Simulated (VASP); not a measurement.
# Os (P6_3/mmc) in VASP: further runs

Os is run at these levels: r2SCAN+D3(BJ), r2SCAN, r2SCAN+rVV10, r2SCANh; tasks: single point.

Program: VASP 6.6.1. These are calculated values, not measurements. Logs are shortened: lines on timing, memory, paths and dates and some standing lists are left out, and cuts for length are marked.

## 1. The cell of the first run

Symmetry: P6_3/mmc, No. 194, hexagonal system. The conventional cell has a = 2.734 Å, b = 2.734 Å, c = 4.320 Å, α = 90.00°, β = 90.00°, γ = 120.00°. Within 3.5 Å of Os (site symmetry -6m2) lie 12 Os at 2.68 to 2.73 Å.

## 2. Single point, r2SCAN+D3(BJ)

POSCAR

```
Os
1.0
    2.7341000000      0.0000000000      0.0000000000
   -1.3670500000      2.3678000565      0.0000000000
    0.0000000000      0.0000000000      4.3197000000
Os
2
Direct
    0.6666666667      0.3333333333      0.7500000000
    0.3333333333      0.6666666667      0.2500000000
```

INCAR.step1

```
ALGO = Normal ; EDIFF = 1E-5
ENCUT = 620 ; GGA = PE
GGA_COMPAT = False ; ISMEAR = -1
LASPH = True ; LCHARG = False
LREAL = False ; LWAVE = True
NBANDS = 23 ; NELM = 120
PREC = Accurate ; SIGMA = 0.05
```

INCAR.step2

```
ALGO = Normal ; EDIFF = 1E-6
ENCUT = 620 ; GGA_COMPAT = False
ISIF = 2 ; ISMEAR = -1
ISTART = 1 ; IVDW = 12
LASPH = True ; LCHARG = False
LMIXTAU = True ; LREAL = False
LWAVE = False ; METAGGA = R2SCAN
NBANDS = 23 ; NELM = 120
PREC = Accurate ; SIGMA = 0.05
VDW_A1 = 0.49484001 ; VDW_A2 = 5.73083694
VDW_S6 = 1.0 ; VDW_S8 = 0.78981345
```

KPOINTS

```
k-points
0
Gamma
  11 11 6
```

Potentials or basis: VASP PAW PBE potentials, release 64 (Os_sv_GW).

Started as:

```sh
$ cat potpaw_PBE.64/Os_sv_GW/POTCAR > POTCAR
$ cp INCAR.step1 INCAR
$ mpirun -np 1 vasp_std > vasp.out
$ cp INCAR.step2 INCAR
$ mpirun -np 1 vasp_std > vasp.out
```

OUTCAR:

```text
EDIFF = 1E-6
   ENCUT = 620
   ISIF = 2
   ISMEAR = -1
   ISTART = 1
   IVDW = 12
   LASPH = True
   LREAL = False
   METAGGA = R2SCAN
   NELM = 120
   PREC = Accurate
 IVDW          = 12

 ion  position               nearest neighbor table
   1  0.667  0.333  0.750-   2 2.68   2 2.68   2 2.68   2 2.68   2 2.68   2 2.68
   2  0.333  0.667  0.250-   1 2.68   1 2.68   1 2.68   1 2.68   1 2.68   1 2.68

  LATTYP: Found a hexagonal cell.
 ALAT       =     2.7341000000
 C/A-ratio  =     1.5799348963

  Lattice vectors:

 A1 = (   2.7341000000,   0.0000000000,   0.0000000000)
 A2 = (  -1.3670500000,   2.3678000565,   0.0000000000)
 A3 = (   0.0000000000,   0.0000000000,   4.3197000000)

Analysis of symmetry for initial positions (statically):
=====================================================================
 Subroutine PRICEL returns:
 Original cell was already a primitive cell.

 Routine SETGRP: Setting up the symmetry group for a
 hexagonal supercell.

 Subroutine GETGRP returns: Found 24 space group operations
 (whereof 12 operations were pure point group operations)
 out of a pool of 24 trial point group operations.

The static configuration has the point symmetry D_3d.
 The point group associated with its full space group is D_6h.

Analysis of symmetry for dynamics (positions and initial velocities):
=====================================================================
 Subroutine PRICEL returns:
 Original cell was already a primitive cell.

 Routine SETGRP: Setting up the symmetry group for a
 hexagonal supercell.

 Subroutine GETGRP returns: Found 24 space group operations
 (whereof 12 operations were pure point group operations)
 out of a pool of 24 trial point group operations.

The dynamic configuration has the point symmetry D_3d.
 The point group associated with its full space group is D_6h.

 Subroutine INISYM returns: Found 24 space group operations
 (whereof 12 operations are pure point group operations),
 and found     1 'primitive' translations

----------------------------------------------------------------------------------------

                                     Primitive cell

  volume of cell :      27.9649

  direct lattice vectors                    reciprocal lattice vectors
     2.734100000  0.000000000  0.000000000     0.365751070  0.211166479  0.000000000
    -1.367050000  2.367800057  0.000000000     0.000000000  0.422332957  0.000000000
     0.000000000  0.000000000  4.319700000     0.000000000  0.000000000  0.231497558

  length of vectors
     2.734100000  2.734100000  4.319700000     0.422332957  0.422332957  0.231497558

  position of ions in fractional coordinates (direct lattice)
     0.666666667  0.333333333  0.750000000
     0.333333333  0.666666667  0.250000000

  ion indices of the primitive-cell ions
   primitive index   ion index
                 1           1
                 2           2

----------------------------------------------------------------------------------------

 KPOINTS: k-points

Automatic generation of k-mesh.
 Grid dimensions read from file:
 generate k-points for:   11   11    6

 Generating k-lattice:

  Cartesian coordinates                     Fractional coordinates (reciprocal lattice)
     0.033250097  0.019196953  0.000000000     0.090909091 -0.000000000  0.000000000
     0.000000000  0.038393905  0.000000000     0.000000000  0.090909091  0.000000000
     0.000000000  0.000000000  0.038582926     0.000000000  0.000000000  0.166666667

  Length of vectors
     0.038393905  0.038393905  0.038582926

  Shift w.r.t. Gamma in fractional coordinates (k-lattice)
     0.000000000  0.000000000  0.000000000

 Subroutine IBZKPT returns following result:
 ===========================================

 Found     64 irreducible k-points:

 Following reciprocal coordinates:
            Coordinates               Weight
  0.000000  0.000000  0.000000      1.000000
  0.090909  0.000000  0.000000      6.000000
  0.181818  0.000000  0.000000      6.000000
  0.272727 -0.000000  0.000000      6.000000
  0.363636 -0.000000  0.000000      6.000000
  0.454545  0.000000  0.000000      6.000000
[... 16 lines left out ...]
  0.090909  0.090909  0.166667     12.000000
  0.181818  0.090909  0.166667     24.000000
 [... further k-points ...]
   k-points           NKPTS =     64   k-points in BZ     NKDIM =     64   number of bands    NBANDS=     23
   number of dos      NEDOS =    301   number of ions     NIONS =      2
   total plane-waves  NPLWV =  20736
   dimension x,y,z NGX =    24 NGY =   24 NGZ =   36
   dimension x,y,z NGXF=    48 NGYF=   48 NGZF=   72
   ions per type =               2
   NGX,Y,Z   is equivalent  to a cutoff of  14.59, 14.59, 13.85 a.u.
   NGXF,Y,Z  is equivalent  to a cutoff of  29.19, 29.19, 27.71 a.u.
 SYSTEM =  unknown system
   PREC   = accura    normal or accurate (medium, high low for compatibility)
   ISTART =      1    job   : 0-new  1-cont  2-samecut
   ICHARG =      0    charge: 1-file 2-atom 10-const
   ISPIN  =      1    spin polarized calculation?
   LNONCOLLINEAR =      F non collinear calculations
   LSORBIT =      F    spin-orbit coupling
   LASPH  =      T    aspherical Exc in radial PAW
   ENCUT  =  620.0 eV  45.57 Ry    6.75 a.u.   5.55  5.55  8.77*2*pi/ulx,y,z
   NELM   =    120;   NELMIN=  2; NELMDL=  0     # of ELM steps
   EDIFF  = 0.1E-05   stopping-criterion for ELM
   LREAL  =      F    real-space projection
   EDIFFG = 0.1E-04   stopping-criterion for IOM
   NSW    =      0    number of steps for IOM
   IBRION =     -1    ionic relax: 0-MD 1-quasi-New 2-CG
   NFREE  =      0    steps in history (QN), initial steepest desc. (CG)
   ISIF   =      2    stress and relaxation
   ISYM   =      2    0-nonsym 1-usesym 2-fastsym
   POTIM  = 0.5000    time-step for ionic-motion
   TEBEG  =    0.0;   TEEND  =   0.0 temperature during run
   PSTRESS=    0.0 pullay stress
   NELECT =      32.0000    total number of electrons
   NUPDOWN=      -1.0000    fix difference up-down
   EMIN   =  10.00;   EMAX   =-10.00  energy-range for DOS
   EFERMI =   0.00;   METHOD = LEGACY
   ISMEAR =    -1;   SIGMA  =   0.05  broadening in eV -4-tet -1-fermi 0-gaus
   EFERMI_NEDOS =   21; number of points for ismear=-14 and -15
   IALGO  =     38    algorithm
   IMIX   =      4    mixing-type and parameters
     AMIX     =   0.40;   BMIX     =  1.00
     AMIX_MAG =   1.60;   BMIX_MAG =  1.00
  volume/ion in A,a.u.               =      13.98        94.36
  Fermi-wavevector in a.u.,A,eV,Ry     =   1.712329  3.235832 39.893232  2.932070
  Thomas-Fermi vector in A             =   2.790278
   LORBIT       =      0    0 simple, 1 ext, 2 COOP (PROOUT), +10 PAW based schemes
   METAGGA = R2SCAN    functional components
   LHFCALC =     F    Hartree Fock is set to
   AEXX    =    0.0000 exact exchange contribution
   IVDW    =    12    specifies the selected vdW correction
   LEPSILON=     F    determine dielectric tensor
   LRPA    =     F    only Hartree local field effects (RPA)
 non-spin polarized calculation
  energy-cutoff  :      620.00
  volume of cell :       27.96
 maximum number of plane-waves:      1014
 NGX is ok and might be reduce to    24
   NGX = 11   NGY = 11   NGZ = 17

 number of electron      32.0000000 magnetization

 Free energy of the ion-electron system (eV)
  ---------------------------------------------------
  ext. energy  EPLUGINS =         0.00000000
  ---------------------------------------------------
  free energy    TOTEN  =      -108.17464753 eV

  energy without entropy =     -108.16217568  energy(sigma->0) =     -108.16841160

 E-fermi :  13.5427     XC(G=0): -16.0233

 val. band max:       13.5211949299   @ k =   0.0909   0.0000   0.3333
 cond. band min:      13.5605663709   @ k =   0.0000   0.0000   0.0000
 fundamental gap:      0.0393714411
 Fermi energy:        13.5427137747

 k-point     1 :       0.0000    0.0000    0.0000
  band No.  band energies     occupation
      1     -75.1740      2.00000
      2     -75.0426      2.00000
      3     -34.5515      2.00000
      4     -33.5429      2.00000
      5     -33.5429      2.00000
      6     -33.3537      2.00000
[... 15 lines left out ...]
     22      27.5786      0.00000
     23      30.0743      0.00000

 k-point     2 :       0.0909    0.0000    0.0000
  band No.  band energies     occupation
      1     -75.1665      2.00000
      2     -75.0400      2.00000
      3     -34.5214      2.00000
      4     -33.6073      2.00000
      5     -33.5646      2.00000
      6     -33.4209      2.00000
[... 15 lines left out ...]
     22      28.2935      0.00000
     23      30.5106      0.00000

 k-point     3 :       0.1818    0.0000    0.0000
  band No.  band energies     occupation
      1     -75.1458      2.00000
      2     -75.0333      2.00000
      3     -34.4355      2.00000
      4     -33.7794      2.00000
      5     -33.6208      2.00000
      6     -33.5968      2.00000
[... 15 lines left out ...]
     22      29.5858      0.00000
     23      30.8906      0.00000

 k-point     4 :       0.2727   -0.0000    0.0000
  band No.  band energies     occupation
      1     -75.1171      2.00000
      2     -75.0257      2.00000
      3     -34.3079      2.00000
      4     -34.0039      2.00000
      5     -33.8179      2.00000
      6     -33.6910      2.00000
[... 15 lines left out ...]
     22      27.3693      0.00000
     23      29.3944      0.00000

 k-point     5 :       0.3636   -0.0000    0.0000
  band No.  band energies     occupation
      1     -75.0880      2.00000
      2     -75.0211      2.00000
      3     -34.2092      2.00000
      4     -34.1633      2.00000
      5     -34.0127      2.00000
      6     -33.7528      2.00000
[... 434 lines left out ...]
 k-point    22 :       0.4545    0.0000    0.1667
  band No.  band energies     occupation
      1     -75.0647      2.00000
      2     -75.0244      2.00000
      3     -34.3938      2.00000
      4     -34.1962      2.00000
      5     -33.9375      2.00000
      6     -33.7685      2.00000
[... 15 lines left out ...]
     22      25.1134      0.00000
     23      26.8420      0.00000

 k-point    23 :       0.0909    0.0909    0.1667
  band No.  band energies     occupation
      1     -75.1445      2.00000
      2     -75.0433      2.00000
      3     -34.4021      2.00000
      4     -33.6896      2.00000
      5     -33.6390      2.00000
      6     -33.5560      2.00000
[... 15 lines left out ...]
     22      28.8717      0.00000
     23      31.0606      0.00000

 k-point    24 :       0.1818    0.0909    0.1667
  band No.  band energies     occupation
      1     -75.1209      2.00000
      2     -75.0347      2.00000
      3     -34.3271      2.00000
      4     -33.8604      2.00000
      5     -33.8080      2.00000
      6     -33.6419      2.00000
[... 15 lines left out ...]
     22      29.1196      0.00000
     23      30.1181      0.00000

 [... further k-points ...]

------------------------ aborting loop because EDIFF is reached ----------------------------------------

 Edisp (eV)   -0.61386

 E8    (eV) :    -0.2428

  FORCE on cell =-STRESS in cart. coord.  units (eV):
  Direction    XX          YY          ZZ          XY          YZ          ZX
  --------------------------------------------------------------------------------------
  -------------------------------------------------------------------------------------
  Total      -0.53475    -0.53475    -0.63316     0.00000     0.00000     0.00000
  in kB     -30.63739   -30.63739   -36.27503     0.00000     0.00000     0.00000
  external pressure =      -32.52 kB  Pullay stress =        0.00 kB

 VOLUME and BASIS-vectors are now :
 -----------------------------------------------------------------------------
  energy-cutoff  :      620.00
  volume of cell :       27.96
      direct lattice vectors                 reciprocal lattice vectors
     2.734100000  0.000000000  0.000000000     0.365751070  0.211166479  0.000000000
    -1.367050000  2.367800057  0.000000000     0.000000000  0.422332957  0.000000000
     0.000000000  0.000000000  4.319700000     0.000000000  0.000000000  0.231497558

 POSITION                                       TOTAL-FORCE (eV/Angst)
 -----------------------------------------------------------------------------------
      1.36705      0.78927      3.23977         0.000000     -0.000000      0.000000
     -0.00000      1.57853      1.07993        -0.000000      0.000000      0.000000
 -----------------------------------------------------------------------------------
    total drift:                               -0.000000      0.000000     -0.000000

  FREE ENERGIE OF THE ION-ELECTRON SYSTEM (eV)
  ---------------------------------------------------
  free  energy   TOTEN  =      -108.7885064242 eV

  energy  without entropy=     -108.7760345788  energy(sigma->0) =     -108.78227050
```

Run time: 2.7 min. Hardware: 1 thread of Intel Xeon Platinum 8488C (Sapphire Rapids), shared host; peak memory 0.21 GiB.

Results:

```
Free energy                : -108.7885 eV
Pressure                   : -3.3 GPa
Band gap on the k mesh     : zero (bands 16 and 17 overlap by 4.07 eV)
Dispersion energy per atom : -0.307 eV
```

Caveat: the cell stands under tension; the PAW data sets were made with another functional, which shifts forces and pressure a little; spin-orbit coupling is left out, which moves the levels of the heavy elements.

## 3. Single point, r2SCAN

POSCAR is that of step 2.

INCAR.step1

```
PREC = Accurate ; ENCUT = 620
ISMEAR = -1 ; SIGMA = 0.05
LREAL = False ; LASPH = True
NELM = 120 ; NBANDS = 23
GGA = PE ; ALGO = Normal
EDIFF = 1E-5 ; LWAVE = True
LCHARG = False ; GGA_COMPAT = False
```

INCAR.step2

```
PREC = Accurate ; ENCUT = 620
EDIFF = 1E-6 ; ISMEAR = -1
SIGMA = 0.05 ; LREAL = False
LASPH = True ; NELM = 120
ALGO = Normal ; ISIF = 2
LWAVE = False ; LCHARG = False
METAGGA = R2SCAN ; LMIXTAU = True
NBANDS = 23 ; ISTART = 1
GGA_COMPAT = False
```

KPOINTS

```
regular mesh
0
Gamma
  11 11 6
```

Potentials or basis: VASP PAW PBE potentials, release 64 (Os_sv_GW).

Started as:

```sh
$ cat potpaw_PBE.64/Os_sv_GW/POTCAR > POTCAR
$ cp INCAR.step1 INCAR
$ mpirun -np 1 vasp_std > vasp.out
$ cp INCAR.step2 INCAR
$ mpirun -np 1 vasp_std > vasp.out
```

Run time: 2.2 min. Hardware: 1 thread of AMD EPYC 9R45 (Zen 5), shared host; peak memory 0.16 GiB.

Results (log left out):

```
Free energy            : -108.1746 eV
Pressure               : 0.3 GPa
Band gap on the k mesh : zero (bands 16 and 17 overlap by 4.07 eV)
```

Stress tensor (GPa, compression positive):
```
 0.48  0.00  0.00
 0.00  0.48  0.00
 0.00  0.00 -0.09
```

Levels at points of the mesh, in eV from the Fermi level:
```csv
k point,band 12,band 13,band 14,band 15,band 16,band 17,band 18,band 19,band 20,band 21
"(0.00, 0.00, 0.00)",-3.11,-2.85,-2.24,-2.24,-1.59,-1.59,0.02,1.81,1.81,9.58
"(0.00, 0.00, 0.50)",-3.68,-3.32,-3.32,-3.32,-3.32,0.99,0.99,0.99,0.99,13.68
```

Caveat: the PAW data sets were made with another functional, which shifts forces and pressure a little; spin-orbit coupling is left out, which moves the levels of the heavy elements.

(Continued in part 2 of 2.)

The gap in the log of VASP goes by the Fermi energy; the results here count the filled bands.